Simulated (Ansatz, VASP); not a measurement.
Two plane-wave programs on Sb

```
Sb
1.0
     3.27163    0.00000    0.00000
    -1.63581    2.83331    0.00000
     0.00000    0.00000   11.07822
Sb
4
Direct
  0.00000 0.00000 0.00000
  0.00000 0.00000 0.50000
  0.33333 0.66667 0.25000
  0.66667 0.33333 0.75000
```

Alike in both runs: functional LDA; k mesh 11 × 11 × 3; occupations fermi-dirac, width 0.1 eV; no spin polarisation.

Ansatz relaxed the structure, and its values are those at the end. VASP's run is a single point on that final structure, the one shown.

|  | VASP | Ansatz |
| --- | --- | --- |
| version | VASP 6.6.1 | Ansatz 0.2.0 |
| potentials or method | VASP PAW LDA potentials, release 64 (Sb), cutoff 520 eV | plane waves (420 eV) with PAW, scalar-relativistic |
| valence electrons in the cell | 20 | 60 |

Ansatz gave:

- pressure (GPa): 0.0

Task: Estimate VASP's values.

Result: Pressure (GPa): 0.1.

Ansatz warns that its potentials were made for another functional, while VASP's fit it. LDA's correlation is that of Perdew and Zunger in VASP and of Perdew and Wang (1992) in Ansatz. VASP's potentials hold 20 valence electrons a cell and Ansatz's 60, so a difference there can come from the potentials and not from the codes.

Neither program's run includes spin-orbit coupling.
